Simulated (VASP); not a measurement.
# Se (P3_221) in VASP: further runs, part 3 of 4

VASP 6.6.1.

## 4. Electric field gradients, PBE (28.18 Å³/atom)

This run uses another cell than the first one, of 28.18 Å³/atom.

Input file INCAR:

```
  PREC = Accurate
  ENCUT = 520
  EDIFF = 1E-8
  ISMEAR = -1
  SIGMA = 0.03
  LREAL = F
  LASPH = T
  NELM = 100
  ALGO = Normal
  ISIF = 2
  LWAVE = F
  LCHARG = F
  GGA = PE
  LEFG = T
  NBANDS = 16
```

Input file KPOINTS:

```
Automatic mesh
0
Gamma
  8 8 6
```

Input file POSCAR:

```
Se
1.0
    4.4124811141      0.0000000000      0.0000000000
   -2.2062405570      3.8213207385      0.0000000000
    0.0000000000      0.0000000000      5.0145818112
Se
3
Direct
    0.2170000000      0.0000000000      0.1666666667
    0.0000000000      0.2170000000      0.8333333333
    0.7830000000      0.7830000000      0.5000000000
```

Potentials or basis: VASP PAW PBE potentials, release 64 (Se).

On the command line:

```bash
cat potpaw_PBE.64/Se/POTCAR > POTCAR
mpirun -np 1 vasp_std > vasp.out
```

OUTCAR:

```text
PREC = Accurate
   ENCUT = 520
   EDIFF = 1E-8
   ISMEAR = -1
   LREAL = F
   LASPH = T
   NELM = 100
   ISIF = 2
   GGA = PE

 ion  position               nearest neighbor table
   1  0.217  0.000  0.167-   3 2.35   2 2.35
   2  0.000  0.217  0.833-   3 2.35   1 2.35
   3  0.783  0.783  0.500-   2 2.35   1 2.35

  LATTYP: Found a hexagonal cell.
 ALAT       =     4.4124811141
 C/A-ratio  =     1.1364539998

  Lattice vectors:

 A1 = (   4.4124811141,   0.0000000000,   0.0000000000)
 A2 = (  -2.2062405570,   3.8213207385,   0.0000000000)
 A3 = (   0.0000000000,   0.0000000000,   5.0145818112)

Analysis of symmetry for initial positions (statically):
=====================================================================
 Subroutine PRICEL returns:
 Original cell was already a primitive cell.

 Routine SETGRP: Setting up the symmetry group for a
 hexagonal supercell.

 Subroutine GETGRP returns: Found  6 space group operations
 (whereof  2 operations were pure point group operations)
 out of a pool of 24 trial point group operations.

The static configuration has the point symmetry C_2 .
 The point group associated with its full space group is D_3 .

Analysis of symmetry for dynamics (positions and initial velocities):
=====================================================================
 Subroutine PRICEL returns:
 Original cell was already a primitive cell.

 Routine SETGRP: Setting up the symmetry group for a
 hexagonal supercell.

 Subroutine GETGRP returns: Found  6 space group operations
 (whereof  2 operations were pure point group operations)
 out of a pool of 24 trial point group operations.

The dynamic configuration has the point symmetry C_2 .
 The point group associated with its full space group is D_3 .

 Subroutine INISYM returns: Found  6 space group operations
 (whereof  2 operations are pure point group operations),
 and found     1 'primitive' translations

----------------------------------------------------------------------------------------

                                     Primitive cell

  volume of cell :      84.5534

  direct lattice vectors                    reciprocal lattice vectors
     4.412481114  0.000000000  0.000000000     0.226629865  0.130844814  0.000000000
    -2.206240557  3.821320738  0.000000000     0.000000000  0.261689627  0.000000000
     0.000000000  0.000000000  5.014581811     0.000000000  0.000000000  0.199418424

  length of vectors
     4.412481114  4.412481114  5.014581811     0.261689627  0.261689627  0.199418424

  position of ions in fractional coordinates (direct lattice)
     0.217000000  0.000000000  0.166666667
     1.000000000  0.217000000  0.833333333
     0.783000000  0.783000000  0.500000000

  ion indices of the primitive-cell ions
   primitive index   ion index
                 1           1
                 2           2
                 3           3

----------------------------------------------------------------------------------------
[... 83 lines left out ...]
   EMIN   =  10.00;   EMAX   =-10.00  energy-range for DOS
   EFERMI =   0.00;   METHOD = LEGACY
   ISMEAR =    -1;   SIGMA  =   0.03  broadening in eV -4-tet -1-fermi 0-gaus
   EFERMI_NEDOS =   21; number of points for ismear=-14 and -15
   IALGO  =     38    algorithm
   IMIX   =      4    mixing-type and parameters
     AMIX     =   0.40;   BMIX     =  1.00
     AMIX_MAG =   1.60;   BMIX_MAG =  1.00
  volume/ion in A,a.u.               =      28.18       190.20
  Fermi-wavevector in a.u.,A,eV,Ry     =   0.977512  1.847229 13.000764  0.955529
  Thomas-Fermi vector in A             =   2.108215
   LORBIT       =      0    0 simple, 1 ext, 2 COOP (PROOUT), +10 PAW based schemes
   GGA     = PE    functional components
   LHFCALC =     F    Hartree Fock is set to
   AEXX    =    0.0000 exact exchange contribution
   IVDW    =     0    specifies the selected vdW correction
   LEPSILON=     F    determine dielectric tensor
   LRPA    =     F    only Hartree local field effects (RPA)
 non-spin polarized calculation
  energy-cutoff  :      520.00
  volume of cell :       84.55
 maximum number of plane-waves:      2294
 NGX is ok and might be reduce to    36
   NGX = 17   NGY = 17   NGZ = 19

 number of electron      18.0000000 magnetization

 Free energy of the ion-electron system (eV)
  ---------------------------------------------------
  ext. energy  EPLUGINS =         0.00000000
  ---------------------------------------------------
  free energy    TOTEN  =       -10.45972507 eV

  energy without entropy =      -10.45972507  energy(sigma->0) =      -10.45972507

 E-fermi :   2.8861     XC(G=0):  -8.6626

 val. band max:        2.3611860513   @ k =   0.5000  -0.0000   0.5000
 cond. band min:       3.4229300380   @ k =   0.3750   0.2500   0.5000
 fundamental gap:      1.0617439868
 Fermi energy:         2.8861155952

 k-point     1 :       0.0000    0.0000    0.0000
  band No.  band energies     occupation
      1     -13.4574      2.00000
      2      -9.3639      2.00000
      3      -9.3639      2.00000
      4      -1.5157      2.00000
      5      -1.5157      2.00000
      6      -1.2378      2.00000
[... 433 lines left out ...]
      3      -8.7552      2.00000
      4      -2.7747      2.00000
      5      -2.5516      2.00000
      6      -0.8820      2.00000
[... 8 lines left out ...]
     15      10.9981      0.00000
     16      11.8920      0.00000

 [... further k-points ...]

------------------------ aborting loop because EDIFF is reached ----------------------------------------

  FORCE on cell =-STRESS in cart. coord.  units (eV):
  Direction    XX          YY          ZZ          XY          YZ          ZX
  --------------------------------------------------------------------------------------
  -------------------------------------------------------------------------------------
  Total        1.4310082      1.4310082      2.0963042      0.0000000     -0.0000000      0.0000000
  in kB       27.1157516     27.1157516     39.7222472      0.0000000     -0.0000000      0.0000000
  external PRESSURE =      31.3179168 kB  Pullay stress =       0.0000000 kB

 VOLUME and BASIS-vectors are now :
 -----------------------------------------------------------------------------
  energy-cutoff  :      520.00
  volume of cell :       84.55
      direct lattice vectors                 reciprocal lattice vectors
     4.412481114  0.000000000  0.000000000     0.226629865  0.130844814  0.000000000
    -2.206240557  3.821320738  0.000000000     0.000000000  0.261689627  0.000000000
     0.000000000  0.000000000  5.014581811     0.000000000  0.000000000  0.199418424

 POSITION                                       TOTAL-FORCE (eV/Angst)
 -----------------------------------------------------------------------------------
      0.95751      0.00000      0.83576         0.717492     -0.000000      0.000000
     -0.47875      0.82923      4.17882        -0.358746      0.621366     -0.000000
      1.72749      2.99209      2.50729        -0.358746     -0.621366     -0.000000
 -----------------------------------------------------------------------------------
    total drift:                                0.000001      0.000001      0.000000

  FREE ENERGIE OF THE ION-ELECTRON SYSTEM (eV)
  ---------------------------------------------------
  free  energy   TOTEN  =       -10.4597250719 eV

  energy  without entropy=      -10.4597250713  energy(sigma->0) =      -10.45972507

 Electric field gradients (V/A^2)
---------------------------------------------------------------------
 ion       V_xx      V_yy      V_zz      V_xy      V_xz      V_yz
---------------------------------------------------------------------
   1     159.016  -356.146   197.130    -0.000    -0.000  -322.302
   2    -227.355    30.226   197.130  -223.072   279.122   161.151
   3    -227.355    30.226   197.129   223.072  -279.122   161.151
---------------------------------------------------------------------

 Electric field gradients after diagonalization (V/A^2)
 (convention: |V_zz| > |V_xx| > |V_yy|)
----------------------------------------------------------------------
 ion       V_xx      V_yy      V_zz     asymmetry (V_yy - V_xx)/ V_zz
----------------------------------------------------------------------
   1     345.236   159.016  -504.252       0.369
   2     345.236   159.016  -504.252       0.369
   3     345.235   159.016  -504.252       0.369
----------------------------------------------------------------------

           NMR quadrupolar parameters

 Cq : quadrupolar parameter    Cq=e*Q*V_zz/h
 eta: asymmetry parameters     (V_yy - V_xx)/ V_zz
 Q  : nuclear electric quadrupole moment in mb (millibarn)
----------------------------------------------------------------------
 ion       Cq(MHz)       eta       Q (mb)
----------------------------------------------------------------------
   1      -1.219       0.369       1.000
   2      -1.219       0.369       1.000
   3      -1.219       0.369       1.000
----------------------------------------------------------------------
```

OSZICAR:

```text
N       E                     dE             d eps       ncg     rms          rms(c)
DAV:   1     0.815091380587E+02    0.81509E+02   -0.71236E+03  1600   0.929E+02
DAV:   2    -0.526268888814E+01   -0.86772E+02   -0.82707E+02  2136   0.155E+02
DAV:   3    -0.105057642241E+02   -0.52431E+01   -0.52270E+01  1944   0.429E+01
DAV:   4    -0.105431309511E+02   -0.37367E-01   -0.37361E-01  2136   0.429E+00
DAV:   5    -0.105434088688E+02   -0.27792E-03   -0.27791E-03  2016   0.365E-01    0.710E+00
DAV:   6    -0.104812653754E+02    0.62143E-01   -0.37882E-02  1904   0.121E+00    0.440E+00
DAV:   7    -0.104603217586E+02    0.20944E-01   -0.77815E-02  1888   0.169E+00    0.210E-01
DAV:   8    -0.104595540627E+02    0.76770E-03   -0.95077E-03  1776   0.596E-01    0.107E-01
DAV:   9    -0.104596706009E+02   -0.11654E-03   -0.32534E-04  2272   0.115E-01    0.356E-02
DAV:  10    -0.104597213113E+02   -0.50710E-04   -0.56321E-05  1864   0.503E-02    0.729E-03
DAV:  11    -0.104597252399E+02   -0.39286E-05   -0.94109E-06  2192   0.183E-02    0.419E-03
DAV:  12    -0.104597250897E+02    0.15024E-06   -0.19665E-06  1976   0.887E-03    0.192E-03
DAV:  13    -0.104597250807E+02    0.89894E-08   -0.33153E-07  2144   0.328E-03    0.512E-04
DAV:  14    -0.104597250719E+02    0.87641E-08   -0.27210E-08  1936   0.102E-03
   1 F= -.10459725E+02 E0= -.10459725E+02  d E =-.596026E-09
```

Wall time 49 s (1 thread of Intel Xeon 6975P-C, shared host); peak memory 0.24 GiB.

Results:

- Free energy: -10.4597 eV
- Pressure: 3.1 GPa
- Largest force: 0.717 eV/Å
- Band gap on the k mesh: 1.06 eV (least direct gap 1.13 eV)
- Largest electric field gradient by atom: Se -504.3 V/Å²

Forces on the atoms (eV/Å):
```
Se   0.717  0.000  0.000
Se  -0.359  0.621  0.000
Se  -0.359 -0.621  0.000
```

Electric field gradients, principal values (V/Å²):
| atom | least | middle | greatest (by size) |
| --- | --- | --- | --- |
| 1 Se | 159.016 | 345.236 | -504.252 |
| 2 Se | 159.016 | 345.236 | -504.252 |
| 3 Se | 159.016 | 345.235 | -504.252 |

Caveat: the cell stands under pressure; without QUAD_EFG the Cq values of the log hold for a quadrupole moment of 1 mb, not for the nuclei. A k mesh can miss the band edges.

[end of part 3 of 4]
